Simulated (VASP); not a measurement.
The system is GaN.

```xyz
2
Lattice="0.0000 2.2491 2.2491 2.2491 0.0000 2.2491 2.2491 2.2491 0.0000" Properties=species:S:1:pos:R:3 pbc="T T T"
Ga    0.0000    0.0000    0.0000
N     1.1245    1.1245    1.1245
```

Base run:

```yaml
Program: VASP 6.6.1
Functional: PBE
Potentials_or_basis: VASP PAW PBE potentials, release 64 (Ga_d, N)
Cutoff: 600 eV
k_mesh: 9 × 9 × 9
Occupations: fermi-dirac, width 0.05 eV
Spin: no spin polarisation
```

Its results: band gap on the k mesh 1.76 eV, direct; pressure 6.1 GPa.

The run is repeated on the same cell with these changes: functional from PBE to LDA; potentials or basis from VASP PAW PBE potentials, release 64 (Ga_d, N) to VASP PAW LDA potentials, release 64 (Ga_d, N). What comes out?

Band gap on the k mesh 1.79 eV, direct; pressure -4.5 GPa.

